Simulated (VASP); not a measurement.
Write the native input for VASP 6.6.1 that does the following.

```
Task                   : single point
Functional             : r2SCAN
Potentials or basis    : VASP PAW PBE potentials, release 64 (Cs_sv, I)
Cutoff                 : 550 eV
k mesh                 : 6 × 6 × 6
Occupations            : fermi-dirac, width 0.02 eV
Spin                   : no spin polarisation
Dipole correction      : no
Further INCAR settings : ALGO = Normal; EDIFF = 1e-06; NBANDS = 15
```

The system is CsI.

```
Cs I
1.0
     4.60812    0.00000    0.00000
     0.00000    4.60812    0.00000
     0.00000    0.00000    4.60812
Cs I
1 1
Cartesian
  0.0000 0.0000 0.0000
  2.3041 2.3041 2.3041
```

The input as run:

POSCAR

```
CsI
1.0
    4.6081171041      0.0000000000      0.0000000000
    0.0000000000      4.6081171041      0.0000000000
    0.0000000000      0.0000000000      4.6081171041
Cs I
1 1
Direct
    0.0000000000      0.0000000000      0.0000000000
    0.5000000000      0.5000000000      0.5000000000
```

INCAR.step1

```
PREC = Accurate
ENCUT = 550
ISMEAR = -1
SIGMA = 0.02
LREAL = False
LASPH = True
NELM = 120
NBANDS = 15
GGA = PE
ALGO = Normal
EDIFF = 1E-5
LWAVE = True
LCHARG = False
GGA_COMPAT = False
```

INCAR.step2

```
PREC = Accurate
ENCUT = 550
EDIFF = 1E-6
ISMEAR = -1
SIGMA = 0.02
LREAL = False
LASPH = True
NELM = 120
ALGO = Normal
ISIF = 2
LWAVE = False
LCHARG = False
METAGGA = R2SCAN
LMIXTAU = True
NBANDS = 15
ISTART = 1
GGA_COMPAT = False
```

KPOINTS

```
Automatic mesh
0
Gamma
  6 6 6
```

Potentials or basis: VASP PAW PBE potentials, release 64 (Cs_sv, I).

Launch:

```sh
$ cat potpaw_PBE.64/Cs_sv/POTCAR potpaw_PBE.64/I/POTCAR > POTCAR
$ cp INCAR.step1 INCAR
$ mpirun -np 1 vasp_std > vasp.out
$ cp INCAR.step2 INCAR
$ mpirun -np 1 vasp_std > vasp.out
```

Results of the run:

The pressure is 0.1 GPa and the band gap on the k mesh is 4.50 eV (least direct gap 4.59 eV).

Caveat: the PAW data sets were made with another functional, which shifts forces and pressure a little; spin-orbit coupling is left out, which moves the levels of the heavy elements.

It took 85 s on 1 thread of Intel(R) Xeon(R) Platinum 8375C CPU @ 2.90GHz (Ice Lake) (shared host), peak memory 0.23 GiB.
